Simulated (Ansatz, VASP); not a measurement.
# Pb in VASP and in Ansatz

The input POSCAR:

```
Pb
1.0
    0.0000000000      2.4750200000      2.4750200000
    2.4750200000      0.0000000000      2.4750200000
    2.4750200000      2.4750200000      0.0000000000
Pb
1
Direct
    0.0000000000      0.0000000000      0.0000000000
```

Contents of INCAR.step1:

```
PREC = Accurate
ENCUT = 600
ISMEAR = 0
SIGMA = 0.1
LREAL = F
LASPH = T
NELM = 100
GGA = PE
ALGO = Normal
EDIFF = 1E-4
LWAVE = T
LCHARG = F
```

Contents of INCAR.step2:

```
PREC = Accurate
ENCUT = 600
EDIFF = 1E-6
ISMEAR = 0
SIGMA = 0.1
LREAL = F
LASPH = T
NELM = 100
ALGO = Normal
ISIF = 3
LWAVE = F
LCHARG = F
METAGGA = R2SCAN
LMIXTAU = T
IBRION = 2
NSW = 100
EDIFFG = -0.005
ISTART = 1
```

The input KPOINTS:

```
Automatic mesh
0
Gamma
  14 14 14
```

Input for Ansatz:

```yaml
crystal:
  lattice:
    - [0.0, 2.47502, 2.47502]
    - [2.47502, 0.0, 2.47502]
    - [2.47502, 2.47502, 0.0]
  atoms:
    - { symbol: Pb, position: [0.0, 0.0, 0.0] }
basis:
  ecutwfc: 500
kpoints:
  mp_grid: { grid: [14, 14, 14] }
hamiltonian:
  xc: r2scan
scf:
  occupations: { method: gaussian, width: 0.1 }
output:
  forces: true
  stress: true
  eigenvalues: true
relax:
  adjacent_minimum: "off"
  f_tol: 0.005
  max_steps: 80
  cell: { stress_tol: 0.05 }
```

Alike in both runs: task relaxation of cell and atoms; functional r2SCAN; k mesh 14 × 14 × 14; occupations gaussian, width 0.1 eV; no spin polarisation.

|  | VASP | Ansatz |
| --- | --- | --- |
| version | VASP 6.6.1 | Ansatz 0.2.0 |
| potentials or method | VASP PAW PBE potentials, release 64 (Pb_d), cutoff 600 eV | scalar-relativistic, plane waves, PAW |
| valence electrons in the cell | 14 | 14 |

VASP gave:

- gap on the k mesh at the Fermi level, each at its own relaxed structure (eV): none
- relaxed volume (Å³/atom): 31.19
- relaxed cell length with the largest relative difference (Å): 3.533

**Question.** Which values does Ansatz return?

**Answer.** gap on the k mesh at the Fermi level, each at its own relaxed structure (eV): none; relaxed volume (Å³/atom): 31.17; relaxed cell length with the largest relative difference (Å): 3.532.

VASP's potentials were made for PBE, not for r2SCAN. A gap of «none» marks a metal or a gap that the smearing closes.

Spin-orbit coupling is off throughout.
